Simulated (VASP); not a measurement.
Write the native input for VASP 6.6.1 that does the following.

* Task: relaxation of cell and atoms
* Functional: PBE
* Potentials or basis: VASP PAW PBE potentials, release 64 (S)
* Cutoff: 500 eV
* k mesh: 9 × 9 × 9
* Occupations: fermi-dirac, width 0.05 eV
* Spin: no spin polarisation
* Dipole correction: no
* Further INCAR settings: ALGO = Normal; EDIFF = 1e-07; IBRION = 2; EDIFFG = -0.01; NSW = 80; ISIF = 3

The structure of S lies in POSCAR:

```
S
1.0
    0.0000000000      2.1000000000      2.1000000000
    2.1000000000      0.0000000000      2.1000000000
    2.1000000000      2.1000000000      0.0000000000
S
1
Direct
    0.0000000000      0.0000000000      0.0000000000
```

This isn't the form of S at room conditions, which is orthorhombic, of S8 rings.

These files were run (other wordings do the same):

INCAR

```
PREC = Accurate ; ENCUT = 500
EDIFF = 1E-7 ; ISMEAR = -1
SIGMA = 0.05 ; LREAL = False
LASPH = True ; NELM = 120
ALGO = Normal ; ISIF = 3
LWAVE = False ; LCHARG = False
GGA = PE ; IBRION = 2
NSW = 80 ; EDIFFG = -0.01
GGA_COMPAT = False ; NELMIN = 4
```

KPOINTS

```
Automatic mesh
0
Gamma
  9 9 9
```

Potentials or basis: VASP PAW PBE potentials, release 64 (S).

The run is started by

```sh
$ cat potpaw_PBE.64/S/POTCAR > POTCAR
$ mpirun -np 1 vasp_std > vasp.out
```

Results of the run:

The relaxed volume is 15.80 Å³/atom, the relaxed cell is a = 2.816 Å, b = 2.816 Å, c = 2.816 Å, α = 60.00°, β = 60.00°, γ = 60.00° and the space group after relaxing (to 0.1 Å) is Fm-3m (No. 225). The energy gained by relaxing is 89.1 meV/atom and the ionic steps are 3. The pressure after relaxing is 0.0 GPa and the band gap on the k mesh is zero (bands 3 and 4 overlap by 5.22 eV).

Wall time 18 s on 1 thread of Intel(R) Xeon(R) Platinum 8259CL CPU @ 2.50GHz (Skylake/Cascade Lake), with other jobs on the host, peak memory 0.13 GiB.
